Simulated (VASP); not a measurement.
The system is ZrB2.

```
Zr B
1.0
     3.17000    0.00000    0.00000
    -1.58500    2.74530    0.00000
     0.00000    0.00000    3.53300
Zr B
1 2
Direct
  0.00000 0.00000 0.00000
  0.33333 0.66667 0.50000
  0.66667 0.33333 0.50000
```

Program: VASP 6.6.1. Alike in all runs: task single point; no spin polarisation; cell as given; k mesh 10 × 10 × 8; cutoff (eV) 500; smearing fermi-dirac 0.05 eV.

Problem. Order these runs on this cell by their pressure, lowest first.
A. level BLYP; potentials or basis VASP PAW PBE potentials, release 64 (Zr_sv, B)
B. level revPBE; potentials or basis VASP PAW PBE potentials, release 64 (Zr_sv, B)
C. level PBEsol; potentials or basis VASP PAW PBE potentials, release 64 (Zr_sv, B)
D. level LDA; potentials or basis VASP PAW LDA potentials, release 64 (Zr_sv, B)

Solution. D (-8.3 GPa), C (-3.7 GPa), B (3.6 GPa), A (7.7 GPa).

Caveats: the PAW data sets were made with another functional, which shifts forces and pressure a little (at least some runs); the cell stands under pressure (at least some runs); the cell stands under tension (at least some runs).
